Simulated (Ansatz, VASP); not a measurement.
# Two plane-wave programs on Si4O

```xyz
5
Lattice="-2.0752 2.0752 3.8020 2.0752 -2.0752 3.8020 2.0752 2.0752 -3.8020" Properties=species:S:1:pos:R:3 pbc="T T T"
Si    0.0000    0.0000    5.6889
Si    0.0000    2.0752    0.0000
Si    2.0752    0.0000    0.0000
Si    0.0000    0.0000    1.9150
O     0.0000    0.0000    0.0000
```

Change from the starting cell: species swapped into the PbF4 type (I4/mmm, No. 139).

Alike in both runs: task single point; functional PBE; k mesh 6 × 6 × 6; occupations gaussian, width 0.1 eV; collinear spin.

|  | VASP | Ansatz |
| --- | --- | --- |
| version | VASP 6.6.1 | Ansatz 0.2.0 |
| potentials or method | VASP PAW PBE potentials, release 64 (Si, O), cutoff 520 eV | scalar-relativistic, plane waves, PAW |
| valence electrons in the cell | 22 | 22 |

```csv
,VASP,Ansatz,Ansatz less VASP
gap on the k mesh at the Fermi level (eV),none,none,-
pressure (GPa),10.3,10.2,-0.10
"traceless stress, the component that is largest in VASP (GPa)",7.44,7.40,-0.038
rms of the force components (eV/Å),1.103,1.098,-0.0048
net moment per atom (μB),0.00,0.00,0.000
```

Atom by atom the forces differ by 0.005 eV/Å (rms over components). A gap of «none» marks a metal or a gap that the smearing closes. Ansatz's warnings: seeded moment not kept.
